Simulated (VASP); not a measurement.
# TiC (Fm-3m) in VASP: settings compared, part 2 of 2

VASP 6.6.1. The steps go on from the part before.

### 3 Single point, BLYP+D3(BJ)

This run uses another cell than the first one, of 9.83 Å³/atom, 0.968 times its volume.

INCAR

```
PREC = Accurate ; ENCUT = 520
EDIFF = 1E-6 ; ISMEAR = -1
SIGMA = 0.05 ; LREAL = False
LASPH = True ; NELM = 60
ALGO = Normal ; ISIF = 2
LWAVE = False ; LCHARG = False
GGA = B5 ; ALDAX = 1.0
AGGAX = 1.0 ; AGGAC = 1.0
ALDAC = 0.0 ; IVDW = 12
VDW_S6 = 1.0 ; VDW_S8 = 2.6996
VDW_A1 = 0.4298 ; VDW_A2 = 4.2359
NBANDS = 15
```

KPOINTS

```
regular mesh
0
Gamma
  11 11 11
```

POSCAR

```
TiC
1.0
    0.0000000000      2.1421014234      2.1421014234
    2.1421014234      0.0000000000      2.1421014234
    2.1421014234      2.1421014234      0.0000000000
Ti C
1 1
Direct
    0.0000000000      0.0000000000      0.0000000000
    0.5000000000      0.5000000000      0.5000000000
```

Potentials or basis: VASP PAW PBE potentials, release 64 (Ti_sv, C).

Launch:

```
$ cat potpaw_PBE.64/Ti_sv/POTCAR potpaw_PBE.64/C/POTCAR > POTCAR
$ mpirun -np 1 vasp_std > vasp.out
```

OUTCAR:

```text
PREC = Accurate
   ENCUT = 520
   EDIFF = 1E-6
   ISMEAR = -1
   LREAL = False
   LASPH = True
   NELM = 60
   ISIF = 2
   GGA = B5
   IVDW = 12
 IVDW          = 12

 ion  position               nearest neighbor table
   1  0.000  0.000  0.000-   2 2.14   2 2.14   2 2.14   2 2.14   2 2.14   2 2.14
   2  0.500  0.500  0.500-   1 2.14   1 2.14   1 2.14   1 2.14   1 2.14   1 2.14

  LATTYP: Found a face centered cubic cell.
 ALAT       =     4.2842028468

  Lattice vectors:

 A1 = (   0.0000000000,   2.1421014234,   2.1421014234)
 A2 = (   2.1421014234,   0.0000000000,   2.1421014234)
 A3 = (   2.1421014234,   2.1421014234,   0.0000000000)

Analysis of symmetry for initial positions (statically):
=====================================================================
 Subroutine PRICEL returns:
 Original cell was already a primitive cell.

 Routine SETGRP: Setting up the symmetry group for a
 face centered cubic supercell.

 Subroutine GETGRP returns: Found 48 space group operations
[... 9 lines left out ...]

 Routine SETGRP: Setting up the symmetry group for a
 face centered cubic supercell.

[... 164 lines left out ...]
      5      -2.1415      2.00000
      6      10.9368      0.00001
      7      10.9368      0.00001
      8      10.9368      0.00001
      9      11.8972      0.00000
     10      11.8972      0.00000
     11      11.8972      0.00000
     12      11.9402      0.00000
     13      11.9402      0.00000
     14      21.4739      0.00000
[... 401 lines left out ...]
      2     -22.5940      2.00000
      3     -22.4108      2.00000
      4     -22.3134      2.00000
      5      -0.3989      2.00000
      6       6.9577      2.00000
      7       7.9583      2.00000
      8       8.3196      2.00000
      9      11.8025      0.00000
     10      12.9170      0.00000
     11      13.8547      0.00000
     12      14.7225      0.00000
     13      17.6112      0.00000
     14      22.6682      0.00000
     15      24.3500      0.00000

 [... further k-points ...]

------------------------ aborting loop because EDIFF is reached ----------------------------------------

 Edisp (eV)   -2.08439

 E8    (eV) :    -1.5205

  FORCE on cell =-STRESS in cart. coord.  units (eV):
  Direction    XX          YY          ZZ          XY          YZ          ZX
  --------------------------------------------------------------------------------------
  -------------------------------------------------------------------------------------
  Total       0.05016     0.05016     0.05016     0.00000     0.00000     0.00000
  in kB       4.08781     4.08781     4.08781     0.00000     0.00000     0.00000
  external pressure =        4.09 kB  Pullay stress =        0.00 kB

 VOLUME and BASIS-vectors are now :
 -----------------------------------------------------------------------------
  energy-cutoff  :      520.00
  volume of cell :       19.66
      direct lattice vectors                 reciprocal lattice vectors
     0.000000000  2.142101423  2.142101423    -0.233415652  0.233415652  0.233415652
     2.142101423  0.000000000  2.142101423     0.233415652 -0.233415652  0.233415652
     2.142101423  2.142101423  0.000000000     0.233415652  0.233415652 -0.233415652

 POSITION                                       TOTAL-FORCE (eV/Angst)
 -----------------------------------------------------------------------------------
      0.00000      0.00000      0.00000        -0.000000      0.000000      0.000000
      2.14210      2.14210      2.14210         0.000000     -0.000000     -0.000000
 -----------------------------------------------------------------------------------
    total drift:                                0.000000     -0.000000     -0.000000

  FREE ENERGIE OF THE ION-ELECTRON SYSTEM (eV)
  ---------------------------------------------------
  free  energy   TOTEN  =       -19.0527968427 eV

  energy  without entropy=      -19.0503566566  energy(sigma->0) =      -19.05157675
```

stdout:

```text
POSCAR found type information on POSCAR TiC
 POSCAR found :  2 types and       2 ions
 scaLAPACK will be used
 -----------------------------------------------------------------------------
|                                                                             |
|                                                                             |
|     You enforced a specific xc type in the INCAR file but a different       |
|     I HOPE YOU KNOW WHAT YOU ARE DOING!                                     |
|                                                                             |
 -----------------------------------------------------------------------------

 LDA part: xc-table for (Slater(with rela. corr.)+VWN5), standard interpolation
 POSCAR, INCAR and KPOINTS ok, starting setup
 FFT: planning ... GRIDC
 FFT: planning ... GRID_SOFT
 FFT: planning ... GRID
 WAVECAR not read
 entering main loop
```

It took 19 s on 1 thread of Intel Xeon Platinum 8259CL at 2.50GHz (Skylake/Cascade Lake), shared host; peak memory 0.16 GiB.

Results:

| Property | Result |
| --- | --- |
| Free energy | -19.0528 eV |
| Pressure | 0.4 GPa |
| Band gap on the k mesh | zero (band 8 reaches 10.94 eV, above the bottom of band 9 at 9.83 eV) |
| Dispersion energy per atom | -1.042 eV |

Caveat: the PAW data sets were made with another functional, which shifts forces and pressure a little; pairwise dispersion overbinds metals, which lowers pressure and volume.

### 4 Single point, RPBE

INCAR

```
ALGO     = Normal         # electronic algorithm
EDIFF    = 1E-6           # SCF threshold, eV
ENCUT    = 520            # plane-wave cutoff, eV
GGA      = RP             # functional
ISIF     = 2              # what is computed and relaxed
ISMEAR   = -1             # smearing method
LASPH    = T              # aspherical terms in the spheres
LCHARG   = F              # write CHGCAR
LREAL    = F              # projectors in reciprocal space
LWAVE    = F              # write WAVECAR
NBANDS   = 15             # bands
NELM     = 60             # most SCF steps
PREC     = Accurate       # precision mode
SIGMA    = 0.05           # smearing width, eV
```

KPOINTS

```
k-points
0
Gamma
  11 11 11
```

POSCAR

```
TiC
1.0
    0.0000000000      2.1657188437      2.1657188437
    2.1657188437      0.0000000000      2.1657188437
    2.1657188437      2.1657188437      0.0000000000
Ti C
1 1
Direct
    0.0000000000      0.0000000000      0.0000000000
    0.5000000000      0.5000000000      0.5000000000
```

Launch:

```
$ cat potpaw_PBE.64/Ti_sv/POTCAR potpaw_PBE.64/C/POTCAR > POTCAR
$ mpirun -np 1 vasp_std > vasp.out
```

Wall time 13 s (1 thread of Intel Xeon Platinum 8259CL at 2.50GHz (Skylake/Cascade Lake), shared host); peak memory 0.15 GiB.

Results (log left out):

```
Free energy            : -17.7994 eV
Pressure               : 5.0 GPa
Band gap on the k mesh : zero (band 8 reaches 10.24 eV, above the bottom of band 9 at 9.12 eV)
```

Levels at points of the mesh, in eV from the Fermi level:
| k point | band 6 | band 7 | band 8 | band 9 | band 10 | band 11 |
| --- | --- | --- | --- | --- | --- | --- |
| (0.00, 0.00, 0.00) | 0.64 | 0.64 | 0.64 | 1.61 | 1.61 | 1.61 |

Caveat: the PAW data sets were made with another functional, which shifts forces and pressure a little.

### 5 Single point, LDA

INCAR

```
SYSTEM = TiC
PREC = Accurate
ENCUT = 520
EDIFF = 1E-6
ISMEAR = -1
SIGMA = 0.05
LREAL = .FALSE.
LASPH = .TRUE.
NELM = 60
ALGO = Normal
ISIF = 2
LWAVE = .FALSE.
LCHARG = .FALSE.
GGA = CA
NBANDS = 15
```

KPOINTS

```
Automatic mesh
0
G
  11 11 11
  0 0 0
```

POSCAR is that of step 4.

Potentials or basis: VASP PAW LDA potentials, release 64 (Ti_sv, C).

Launch:

```
$ cat potpaw_LDA.64/Ti_sv/POTCAR potpaw_LDA.64/C/POTCAR > POTCAR
$ mpirun -np 1 vasp_std > vasp.out
```

OUTCAR:

```text
SYSTEM = TiC
   PREC = Accurate
   ENCUT = 520
   EDIFF = 1E-6
   ISMEAR = -1
   LREAL = .FALSE.
   LASPH = .TRUE.
   NELM = 60
   ISIF = 2
   GGA = CA

 ion  position               nearest neighbor table
   1  0.000  0.000  0.000-   2 2.17   2 2.17   2 2.17   2 2.17   2 2.17   2 2.17
   2  0.500  0.500  0.500-   1 2.17   1 2.17   1 2.17   1 2.17   1 2.17   1 2.17

  LATTYP: Found a face centered cubic cell.
 ALAT       =     4.3314376874

  Lattice vectors:

 A1 = (   0.0000000000,   2.1657188437,   2.1657188437)
 A2 = (   2.1657188437,   0.0000000000,   2.1657188437)
 A3 = (   2.1657188437,   2.1657188437,   0.0000000000)

Analysis of symmetry for initial positions (statically):
=====================================================================
 Subroutine PRICEL returns:
 Original cell was already a primitive cell.

 Routine SETGRP: Setting up the symmetry group for a
 face centered cubic supercell.

 Subroutine GETGRP returns: Found 48 space group operations
[... 9 lines left out ...]

 Routine SETGRP: Setting up the symmetry group for a
 face centered cubic supercell.

 Subroutine GETGRP returns: Found 48 space group operations
[... 155 lines left out ...]
 Fermi energy:         9.2814544053

 k-point     1 :       0.0000    0.0000    0.0000
  band No.  band energies     occupation
      1     -46.6472      2.00000
      2     -23.0537      2.00000
      3     -23.0537      2.00000
      4     -23.0537      2.00000
      5      -2.9776      2.00000
      6       9.8608      0.00002
      7       9.8608      0.00002
      8       9.8608      0.00002
      9      10.9213      0.00000
     10      10.9213      0.00000
     11      10.9213      0.00000
     12      10.9426      0.00000
     13      10.9426      0.00000
     14      19.8351      0.00000
[... 401 lines left out ...]
      2     -23.3359      2.00000
      3     -23.1650      2.00000
      4     -23.0743      2.00000
      5      -1.2419      2.00000
      6       6.0107      2.00000
      7       7.0715      2.00000
      8       7.2854      2.00000
      9      10.7171      0.00000
     10      11.8540      0.00000
     11      12.7796      0.00000
     12      13.6083      0.00000
     13      16.4898      0.00000
     14      21.0455      0.00000
     15      22.7544      0.00000

 [... further k-points ...]
[... 5 lines left out ...]
  --------------------------------------------------------------------------------------
  -------------------------------------------------------------------------------------
  Total       -1.5183003     -1.5183003     -1.5183003      0.0000000      0.0000000      0.0000000
  in kB     -119.7380129   -119.7380129   -119.7380129      0.0000000      0.0000000      0.0000000
  external PRESSURE =    -119.7380129 kB  Pullay stress =       0.0000000 kB

 VOLUME and BASIS-vectors are now :
 -----------------------------------------------------------------------------
  energy-cutoff  :      520.00
  volume of cell :       20.32
      direct lattice vectors                 reciprocal lattice vectors
     0.000000000  2.165718844  2.165718844    -0.230870227  0.230870227  0.230870227
     2.165718844  0.000000000  2.165718844     0.230870227 -0.230870227  0.230870227
     2.165718844  2.165718844  0.000000000     0.230870227  0.230870227 -0.230870227

 POSITION                                       TOTAL-FORCE (eV/Angst)
 -----------------------------------------------------------------------------------
      0.00000      0.00000      0.00000        -0.000000     -0.000000     -0.000000
      2.16572      2.16572      2.16572         0.000000      0.000000      0.000000
 -----------------------------------------------------------------------------------
    total drift:                                0.000000     -0.000000     -0.000000

  FREE ENERGIE OF THE ION-ELECTRON SYSTEM (eV)
  ---------------------------------------------------
  free  energy   TOTEN  =       -20.5046476491 eV

  energy  without entropy=      -20.5021086265  energy(sigma->0) =      -20.50337814
```

Wall time 12 s (1 thread of Intel Xeon Platinum 8259CL at 2.50GHz (Skylake/Cascade Lake), shared host); peak memory 0.14 GiB.

What came out:

- Free energy: -20.5046 eV
- Pressure: -12.0 GPa
- Band gap on the k mesh: zero (band 8 reaches 9.86 eV, above the bottom of band 9 at 8.82 eV)

### 6 The runs side by side

```csv
level,potentials or basis,cell,k mesh,smearing,gap on the mesh (eV),pressure (GPa)
PBE,"VASP PAW PBE potentials, release 64 (Ti_sv, C)","a = 3.063 Å, angles 60.0°, 2 atoms",7 × 7 × 7,fermi-dirac 0.03 eV,none,0.6
BLYP+D3(BJ),"VASP PAW PBE potentials, release 64 (Ti_sv, C)","a = 3.029 Å, angles 60.0°, 2 atoms",11 × 11 × 11,fermi-dirac 0.05 eV,none,0.4
RPBE,"VASP PAW PBE potentials, release 64 (Ti_sv, C)","a = 3.063 Å, angles 60.0°, 2 atoms",11 × 11 × 11,fermi-dirac 0.05 eV,none,5.0
LDA,"VASP PAW LDA potentials, release 64 (Ti_sv, C)","a = 3.063 Å, angles 60.0°, 2 atoms",11 × 11 × 11,fermi-dirac 0.05 eV,none,-12.0
```

Alike in all rows: task single point; no spin polarisation; cutoff (eV) 520.

Caveats: the PAW data sets were made with another functional, which shifts forces and pressure a little (some runs); pairwise dispersion overbinds metals, which lowers pressure and volume (some runs).

Total energies depend on the potentials used, so only differences within one code and one set of settings carry meaning.
